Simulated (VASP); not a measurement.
# Al (P6/mmm) in VASP: further runs, part 3 of 3

VASP 6.6.1. Earlier steps stand in the parts before.

**4. Single point, PBE**

This run uses another cell than the first one, of 17.21 Å³/atom, 1.176 times its volume.

Input file INCAR:

```
SYSTEM = Al
ALGO = Normal
EDIFF = 1E-6
ENCUT = 520
GGA = PE
ISIF = 2
ISMEAR = -1
LASPH = .TRUE.
LCHARG = .FALSE.
LREAL = .FALSE.
LWAVE = .FALSE.
NBANDS = 12
NELM = 80
PREC = Accurate
SIGMA = 0.08
```

Input file KPOINTS:

```
k-points
0
G
  8 8 11
  0 0 0
```

Input file POSCAR:

```
Al
1.0
    4.5831925628      0.0000000000      0.0000000000
   -2.2915962814      3.9691611899      0.0000000000
    0.0000000000      0.0000000000      2.8375362824
Al
3
Direct
    0.0000000000      0.0000000000      0.0000000000
    0.3333333333      0.6666666667      0.5000000000
    0.6666666667      0.3333333333      0.5000000000
```

Potentials or basis: VASP PAW PBE potentials, release 64 (Al).

Started as:

```console
> cat potpaw_PBE.64/Al/POTCAR > POTCAR
> mpirun -np 1 vasp_std > vasp.out
```

OUTCAR:

```text
SYSTEM = Al
   EDIFF = 1E-6
   ENCUT = 520
   GGA = PE
   ISIF = 2
   ISMEAR = -1
   LASPH = .TRUE.
   LREAL = .FALSE.
   NELM = 80
   PREC = Accurate

 ion  position               nearest neighbor table
   1  0.000  0.000  0.000-   2 3.00   3 3.00   2 3.00   3 3.00   3 3.00   3 3.00   2 3.00   2 3.00
                             3 3.00   3 3.00   2 3.00   2 3.00
   2  0.333  0.667  0.500-   3 2.65   3 2.65   3 2.65   1 3.00   1 3.00   1 3.00   1 3.00   1 3.00
                             1 3.00
   3  0.667  0.333  0.500-   2 2.65   2 2.65   2 2.65   1 3.00   1 3.00   1 3.00   1 3.00   1 3.00
                             1 3.00

  LATTYP: Found a hexagonal cell.
 ALAT       =     4.5831925628
 C/A-ratio  =     0.6191178406

  Lattice vectors:

 A1 = (   4.5831925628,   0.0000000000,   0.0000000000)
 A2 = (  -2.2915962814,   3.9691611899,   0.0000000000)
 A3 = (   0.0000000000,   0.0000000000,   2.8375362824)

Analysis of symmetry for initial positions (statically):
=====================================================================
 Subroutine PRICEL returns:
 Original cell was already a primitive cell.

 Routine SETGRP: Setting up the symmetry group for a
 hexagonal supercell.

 Subroutine GETGRP returns: Found 24 space group operations
 (whereof 24 operations were pure point group operations)
 out of a pool of 24 trial point group operations.

The static configuration has the point symmetry D_6h.

Analysis of symmetry for dynamics (positions and initial velocities):
=====================================================================
 Subroutine PRICEL returns:
 Original cell was already a primitive cell.

 Routine SETGRP: Setting up the symmetry group for a
 hexagonal supercell.

 Subroutine GETGRP returns: Found 24 space group operations
 (whereof 24 operations were pure point group operations)
 out of a pool of 24 trial point group operations.

The dynamic configuration has the point symmetry D_6h.

 Subroutine INISYM returns: Found 24 space group operations
 (whereof 24 operations are pure point group operations),
 and found     1 'primitive' translations

[... 121 lines left out ...]
   GGA     = PE    functional components
   LHFCALC =     F    Hartree Fock is set to
   AEXX    =    0.0000 exact exchange contribution
   IVDW    =     0    specifies the selected vdW correction
   LEPSILON=     F    determine dielectric tensor
   LRPA    =     F    only Hartree local field effects (RPA)
 non-spin polarized calculation
  energy-cutoff  :      520.00
  volume of cell :       51.62
 maximum number of plane-waves:      1420
 NGX is ok and might be reduce to    36
   NGX = 17   NGY = 17   NGZ = 11

 number of electron       9.0000000 magnetization

 Free energy of the ion-electron system (eV)
  ---------------------------------------------------
  ext. energy  EPLUGINS =         0.00000000
  ---------------------------------------------------
  free energy    TOTEN  =       -10.89334451 eV

  energy without entropy =      -10.86062229  energy(sigma->0) =      -10.87698340

 E-fermi :   7.5675     XC(G=0): -10.0427

 val. band max:        7.5573810625   @ k =   0.1250  -0.0000   0.0909
 cond. band min:       7.5708649758   @ k =   0.2500   0.2500   0.0000
 fundamental gap:      0.0134839133
 Fermi energy:         7.5674868764

 k-point     1 :       0.0000    0.0000    0.0000
  band No.  band energies     occupation
      1      -3.2864      2.00000
      2       5.5452      2.00000
      3       5.5452      2.00000
      4       5.6454      2.00000
      5       5.6454      2.00000
      6       6.3356      2.00000
      7       6.4481      2.00000
      8      13.7526      0.00000
      9      14.7381      0.00000
     10      21.0192      0.00000
     11      21.2909      0.00000
     12      21.3699      0.00000
[... 331 lines left out ...]
 k-point    24 :       0.3750    0.0000    0.1818
  band No.  band energies     occupation
      1      -1.3707      2.00000
      2       0.9310      2.00000
      3       4.1076      2.00000
      4       4.5517      2.00000
      5       9.7814      0.00000
      6      10.6335      0.00000
      7      10.9924      0.00000
      8      12.0742      0.00000
      9      14.2061      0.00000
     10      14.5604      0.00000
     11      14.9965      0.00000
     12      15.7271      0.00000

 [... further k-points ...]
[... 5 lines left out ...]
  --------------------------------------------------------------------------------------
  -------------------------------------------------------------------------------------
  Total       -0.0078736     -0.0078736     -0.0049609      0.0000000     -0.0000000      0.0000000
  in kB       -0.2443842     -0.2443842     -0.1539801      0.0000000     -0.0000000      0.0000000
  external PRESSURE =      -0.2142495 kB  Pullay stress =       0.0000000 kB

 VOLUME and BASIS-vectors are now :
 -----------------------------------------------------------------------------
  energy-cutoff  :      520.00
  volume of cell :       51.62
      direct lattice vectors                 reciprocal lattice vectors
     4.583192563  0.000000000  0.000000000     0.218188520  0.125971200  0.000000000
    -2.291596281  3.969161190  0.000000000     0.000000000  0.251942401  0.000000000
     0.000000000  0.000000000  2.837536282     0.000000000  0.000000000  0.352418401

 POSITION                                       TOTAL-FORCE (eV/Angst)
 -----------------------------------------------------------------------------------
      0.00000      0.00000      0.00000         0.000000      0.000000      0.000000
     -0.00000      2.64611      1.41877         0.000000      0.000000      0.000000
      2.29160      1.32305      1.41877        -0.000000     -0.000000      0.000000
 -----------------------------------------------------------------------------------
    total drift:                               -0.000000     -0.000000     -0.000000

  FREE ENERGIE OF THE ION-ELECTRON SYSTEM (eV)
  ---------------------------------------------------
  free  energy   TOTEN  =       -10.8933445111 eV

  energy  without entropy=      -10.8606222924  energy(sigma->0) =      -10.87698340
```

OSZICAR:

```text
N       E                     dE             d eps       ncg     rms          rms(c)
DAV:   1     0.338894085280E+01    0.33889E+01   -0.28914E+03  1440   0.523E+02
DAV:   2    -0.105531827911E+02   -0.13942E+02   -0.13295E+02  1836   0.768E+01
DAV:   3    -0.109677753906E+02   -0.41459E+00   -0.41105E+00  1892   0.104E+01
DAV:   4    -0.109703879664E+02   -0.26126E-02   -0.26123E-02  1688   0.105E+00
DAV:   5    -0.109704173217E+02   -0.29355E-04   -0.29354E-04  1800   0.115E-01    0.212E+00
DAV:   6    -0.109230375750E+02    0.47380E-01   -0.15867E-02  1720   0.541E-01    0.124E+00
DAV:   7    -0.108938428306E+02    0.29195E-01   -0.23660E-02  1716   0.705E-01    0.193E-01
DAV:   8    -0.108933823984E+02    0.46043E-03   -0.12721E-03  1724   0.165E-01    0.117E-01
DAV:   9    -0.108933429504E+02    0.39448E-04   -0.69967E-05  1736   0.436E-02    0.343E-02
DAV:  10    -0.108933447469E+02   -0.17964E-05   -0.39549E-06  1800   0.103E-02    0.668E-03
DAV:  11    -0.108933445111E+02    0.23579E-06   -0.48110E-07  1004   0.341E-03
   1 F= -.10893345E+02 E0= -.10876983E+02  d E =-.327222E-01
```

Run time: 51 s. Hardware: 1 thread of Intel Xeon 6975P-C, shared host; peak memory 0.18 GiB.

Results:

```
Free energy : -10.8933 eV
Pressure    : 0.0 GPa
```

Levels at points of the mesh, in eV from the Fermi level:
| k point | band 2 | band 3 | band 4 | band 5 | band 6 | band 7 |
| --- | --- | --- | --- | --- | --- | --- |
| (0.00, 0.00, 0.00) | -2.02 | -2.02 | -1.92 | -1.92 | -1.23 | -1.12 |
| (0.50, 0.00, 0.00) | -8.51 | -4.16 | -3.75 | 4.43 | 4.71 | 4.91 |

**5. Single point, PBE**

This run uses another cell than the first one, of 17.20 Å³/atom, 1.176 times its volume.

Input file INCAR:

```
SYSTEM = Al
PREC = Accurate
ENCUT = 520
EDIFF = 1E-6
ISMEAR = -1
SIGMA = 0.08
LREAL = .False.
LASPH = .True.
NELM = 80
ALGO = Normal
ISIF = 2
LWAVE = .False.
LCHARG = .False.
GGA = PE
NBANDS = 12
```

Input file KPOINTS:

```
Automatic mesh
0
Gamma
  8 8 11
  0 0 0
```

Input file POSCAR:

```
Al
1.0
    4.5816275966      0.0000000000      0.0000000000
   -2.2908137983      3.9678058893      0.0000000000
    0.0000000000      0.0000000000      2.8380911384
Al
3
Direct
    0.0000000000      0.0000000000      0.0000000000
    0.3333333333      0.6666666667      0.5000000000
    0.6666666667      0.3333333333      0.5000000000
```

Potentials or basis: VASP PAW PBE potentials, release 64 (Al).

Started as:

```console
> cat potpaw_PBE.64/Al/POTCAR > POTCAR
> mpirun -np 1 vasp_std > vasp.out
```

OUTCAR:

```text
SYSTEM = Al
   PREC = Accurate
   ENCUT = 520
   EDIFF = 1E-6
   ISMEAR = -1
   LREAL = .False.
   LASPH = .True.
   NELM = 80
   ISIF = 2
   GGA = PE

 ion  position               nearest neighbor table
   1  0.000  0.000  0.000-   2 3.00   3 3.00   2 3.00   3 3.00   2 3.00   2 3.00   3 3.00   3 3.00
                             3 3.00   3 3.00   2 3.00   2 3.00
   2  0.333  0.667  0.500-   3 2.65   3 2.65   3 2.65   1 3.00   1 3.00   1 3.00   1 3.00   1 3.00
                             1 3.00
   3  0.667  0.333  0.500-   2 2.65   2 2.65   2 2.65   1 3.00   1 3.00   1 3.00   1 3.00   1 3.00
                             1 3.00

  LATTYP: Found a hexagonal cell.
[... 558 lines left out ...]
  --------------------------------------------------------------------------------------
  -------------------------------------------------------------------------------------
  Total        0.0075264      0.0075264     -0.0021959      0.0000000     -0.0000000      0.0000000
  in kB        0.2337243      0.2337243     -0.0681899      0.0000000     -0.0000000      0.0000000
  external PRESSURE =       0.1330863 kB  Pullay stress =       0.0000000 kB

 VOLUME and BASIS-vectors are now :
 -----------------------------------------------------------------------------
  energy-cutoff  :      520.00
  volume of cell :       51.59
      direct lattice vectors                 reciprocal lattice vectors
     4.581627597  0.000000000  0.000000000     0.218263047  0.126014229  0.000000000
    -2.290813798  3.967805889  0.000000000     0.000000000  0.252028458  0.000000000
     0.000000000  0.000000000  2.838091138     0.000000000  0.000000000  0.352349502

 POSITION                                       TOTAL-FORCE (eV/Angst)
 -----------------------------------------------------------------------------------
      0.00000      0.00000      0.00000         0.000000      0.000000      0.000000
     -0.00000      2.64520      1.41905         0.000000      0.000000      0.000000
      2.29081      1.32260      1.41905        -0.000000     -0.000000      0.000000
 -----------------------------------------------------------------------------------
    total drift:                               -0.000000     -0.000000     -0.000000

  FREE ENERGIE OF THE ION-ELECTRON SYSTEM (eV)
  ---------------------------------------------------
  free  energy   TOTEN  =       -10.8933428828 eV

  energy  without entropy=      -10.8606345718  energy(sigma->0) =      -10.87698873
```

OSZICAR:

```text
N       E                     dE             d eps       ncg     rms          rms(c)
DAV:   1     0.276202738355E+01    0.27620E+01   -0.28776E+03  1440   0.520E+02
DAV:   2    -0.105805211173E+02   -0.13343E+02   -0.12855E+02  1880   0.752E+01
DAV:   3    -0.109679655458E+02   -0.38744E+00   -0.38469E+00  1876   0.100E+01
DAV:   4    -0.109704886249E+02   -0.25231E-02   -0.25226E-02  1648   0.104E+00
DAV:   5    -0.109705170029E+02   -0.28378E-04   -0.28377E-04  1816   0.111E-01    0.212E+00
DAV:   6    -0.109230674847E+02    0.47450E-01   -0.15904E-02  1696   0.542E-01    0.124E+00
DAV:   7    -0.108938430268E+02    0.29224E-01   -0.23699E-02  1724   0.705E-01    0.193E-01
DAV:   8    -0.108933808872E+02    0.46214E-03   -0.12749E-03  1720   0.165E-01    0.117E-01
DAV:   9    -0.108933413255E+02    0.39562E-04   -0.70044E-05  1740   0.437E-02    0.345E-02
DAV:  10    -0.108933431235E+02   -0.17979E-05   -0.39517E-06  1776   0.103E-02    0.667E-03
DAV:  11    -0.108933428828E+02    0.24065E-06   -0.48432E-07   968   0.342E-03
   1 F= -.10893343E+02 E0= -.10876989E+02  d E =-.327083E-01
```

stdout:

```text
POSCAR found type information on POSCAR Al
 POSCAR found :  1 types and       3 ions
 scaLAPACK will be used
 LDA part: xc-table for (Slater+PW92), standard interpolation
 POSCAR, INCAR and KPOINTS ok, starting setup
 FFT: planning ... GRIDC
 FFT: planning ... GRID_SOFT
 FFT: planning ... GRID
 WAVECAR not read
 entering main loop
```

Wall time 49 s (1 thread of Intel Xeon 6975P-C, shared host); peak memory 0.18 GiB.

What came out:

```yaml
Free_energy: -10.8933 eV
Pressure: 0.0 GPa
```

Levels at points of the mesh, in eV from the Fermi level:
```
           k point  band 1  band 2  band 3  band 4  band 5  band 6  band 7  band 8
(0.00, 0.00, 0.00)  -10.86   -2.02   -2.02   -1.92   -1.92   -1.23   -1.11    6.17
(0.50, 0.00, 0.00)   -8.54   -8.51   -4.16   -3.75    4.44    4.71    4.91    5.05
```

**6. Overview**

```csv
cell,gap on the mesh (eV),pressure (GPa)
"a = 4.364, b = 4.364, c = 2.661 Å, angles 90.0, 90.0, 120.0°, 3 atoms",none,15.6
"a = 4.583, b = 4.583, c = 2.838 Å, angles 90.0, 90.0, 120.0°, 3 atoms",none,0.0
"a = 4.582, b = 4.582, c = 2.838 Å, angles 90.0, 90.0, 120.0°, 3 atoms",none,0.0
```

Alike in all rows: task single point; level PBE; potentials or basis VASP PAW PBE potentials, release 64 (Al); no spin polarisation; k mesh 8 × 8 × 11; cutoff (eV) 520; smearing fermi-dirac 0.08 eV.

Total energies depend on the potentials used, so only differences within one code and one set of settings carry meaning.
